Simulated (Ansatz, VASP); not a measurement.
Lu2AsP: VASP beside Ansatz

```
P Lu As
1.0
     3.96075    0.00000    0.00000
     0.00000    3.96075    0.00000
     0.00000    0.00000    5.59745
P Lu As
1 2 1
Cartesian
  0.0000 0.0000 0.0000
  0.0000 0.0000 2.7987
  1.9804 1.9804 0.0000
  1.9804 1.9804 2.7987
```

Alike in both runs: task single point; functional r2SCAN; k mesh 6 × 6 × 6; occupations fermi-dirac, width 0.02 eV; no spin polarisation.

|  | VASP | Ansatz |
| --- | --- | --- |
| version | VASP 6.6.1 | Ansatz 0.2.0 |
| potentials or method | VASP PAW PBE potentials, release 64 (P, Lu, As_d) | plane waves, PAW |
| plane-wave cutoff (eV) | 560 | 500 |
| valence electrons in the cell | 70 | 70 |

```tsv
	VASP	Ansatz	Ansatz less VASP
pressure (GPa)	0.4	-0.1	-0.50
```

VASP's potentials were made for PBE, not for r2SCAN.

Neither program's run includes spin-orbit coupling.
